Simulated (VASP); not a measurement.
Runs of VASP 6.6.1 on RbCl (rocksalt type). The structure is that of space group Fm-3m (No. 225), or close to it. The cells are those of the table. 

```tsv
task	level	potentials or basis	spin	cell	cutoff (eV)	gap on the mesh (eV)	pressure (GPa)
single point	PBE	VASP PAW PBE potentials, release 64 (Rb_sv, Cl)	non-collinear, zero start, SOC	a = 4.736 Å, angles 60.0°, 2 atoms	500	-	0.0
electric field gradients	r2SCAN	VASP PAW PBE potentials, release 64 (Rb_sv, Cl)	off	a = 4.736 Å, angles 60.0°, 2 atoms	440	5.44	-0.6
electric field gradients	PBEsol	VASP PAW PBE potentials, release 64 (Rb_sv, Cl)	off	a = 4.736 Å, angles 60.0°, 2 atoms	400	4.70	-1.0
electric field gradients	LDA	VASP PAW LDA potentials, release 64 (Rb_sv, Cl)	off	a = 4.736 Å, angles 60.0°, 2 atoms	400	(a)	(c)
single point	PBE	VASP PAW PBE potentials, release 64 (Rb_sv, Cl)	off	a = 4.736 Å, angles 60.0°, 2 atoms	500	4.83	0.0
relaxation of cell and atoms	PBE	VASP PAW PBE potentials, release 64 (Rb_sv, Cl)	off	relaxed from a = 4.116 Å, angles 60.0°, 2 atoms	500	(b)	0.0
```

Alike in all rows: k mesh 10 × 10 × 10; smearing fermi-dirac 0.05 eV.

**Question.** Estimate the missing entries.

**Answer.** (a) 4.40; (b) 4.82; (c) -2.2.

Caveats: the PAW data sets were made with another functional, which shifts forces and pressure a little (at least some runs).

A k mesh can miss the band edges, and rows without SOC leave out spin-orbit coupling on Rb.
